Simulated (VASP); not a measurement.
Here is a VASP 6.6.1 calculation.

File INCAR:

```
PREC     = Accurate       # precision mode
ENCUT    = 520            # plane-wave cutoff, eV
EDIFF    = 1E-7           # SCF threshold, eV
ISMEAR   = -1             # smearing method
SIGMA    = 0.05           # smearing width, eV
LREAL    = F              # projectors in reciprocal space
LASPH    = T              # aspherical terms in the spheres
NELM     = 100            # most SCF steps
ALGO     = Normal         # electronic algorithm
ISIF     = 2              # what is computed and relaxed
LWAVE    = F              # write WAVECAR
LCHARG   = T              # write CHGCAR
GGA      = PE             # functional
LELF     = T              # ELF
LVHAR    = T            
NBANDS   = 28             # bands
```

KPOINTS

```
regular mesh
0
Gamma
  6 6 6
```

Contents of POSCAR:

```
BaZrO3
1.0
    4.1346933262      0.0000000000      0.0000000000
    0.0000000000      4.1346933262      0.0000000000
    0.0000000000      0.0000000000      4.1346933262
Ba Zr O
1 1 3
Direct
    0.0000000000      0.0000000000      0.0000000000
    0.5000000000      0.5000000000      0.5000000000
    0.5000000000      0.5000000000      0.0000000000
    0.5000000000      0.0000000000      0.5000000000
    0.0000000000      0.5000000000      0.5000000000
```

Potentials or basis: VASP PAW PBE potentials, release 64 (Ba_sv, Zr_sv, O).

The run is started by

```bash
$ cat potpaw_PBE.64/Ba_sv/POTCAR potpaw_PBE.64/Zr_sv/POTCAR potpaw_PBE.64/O/POTCAR > POTCAR
$ mpirun -np 1 vasp_std > vasp.out
```

(1) What does it give for the band gap on the k mesh?

(2) Estimate the pressure.

Results:

(1) 3.28 eV, indirect (least direct gap 3.45 eV).

(2) 12.8 GPa.

Caveat: spin-orbit coupling is left out, which moves the levels of the heavy elements.
